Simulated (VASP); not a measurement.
Wanted: the native input for a VASP 6.6.1 run.

* Task: single point
* Functional: LDA
* Potentials or basis: VASP PAW LDA potentials, release 64 (Sc_sv, B, C)
* Cutoff: 520 eV
* k mesh: 9 × 9 × 3
* Occupations: fermi-dirac, width 0.05 eV
* Spin: no spin polarisation
* Dipole correction: no
* Further INCAR settings: ALGO = Normal; EDIFF = 1e-07; NBANDS = 27

The structure of ScBC lies in POSCAR:

```
ScBC
1.0
    3.0284172965      0.0000000000      0.0000000000
   -1.5142091675      2.6226861924      0.0000000000
    0.0000000000      0.0000000000      7.5977757587
Sc B C
2 2 2
Direct
    0.0000000000      0.0000000000      0.0000000000
    0.0000000000      0.0000000000      0.5000000000
    0.6666666667      0.3333333333      0.2500000000
    0.3333333333      0.6666666667      0.7500000000
    0.6666666667      0.3333333333      0.7500000000
    0.3333333333      0.6666666667      0.2500000000
```

One way to write it, as run:

INCAR

```
PREC = Accurate
ENCUT = 520
EDIFF = 1E-7
ISMEAR = -1
SIGMA = 0.05
LREAL = False
LASPH = True
NELM = 60
ALGO = Normal
ISIF = 2
LWAVE = False
LCHARG = False
NBANDS = 27
```

KPOINTS

```
regular mesh
0
Gamma
  9 9 3
```

Potentials or basis: VASP PAW LDA potentials, release 64 (Sc_sv, B, C).

Launch:

```bash
$ cat potpaw_LDA.64/Sc_sv/POTCAR potpaw_LDA.64/B/POTCAR potpaw_LDA.64/C/POTCAR > POTCAR
$ mpirun -np 1 vasp_std > vasp.out
```

Results of the run:

```json
{
  "Pressure": "-30.0 GPa",
  "Band gap on the k mesh": "zero (band 18 reaches 8.07 eV, above the bottom of band 19 at 7.19 eV)"
}
```

It took 18 s on 1 thread of Intel(R) Xeon(R) 6975P-C (Granite Rapids), with other jobs on the host, peak memory 0.17 GiB.
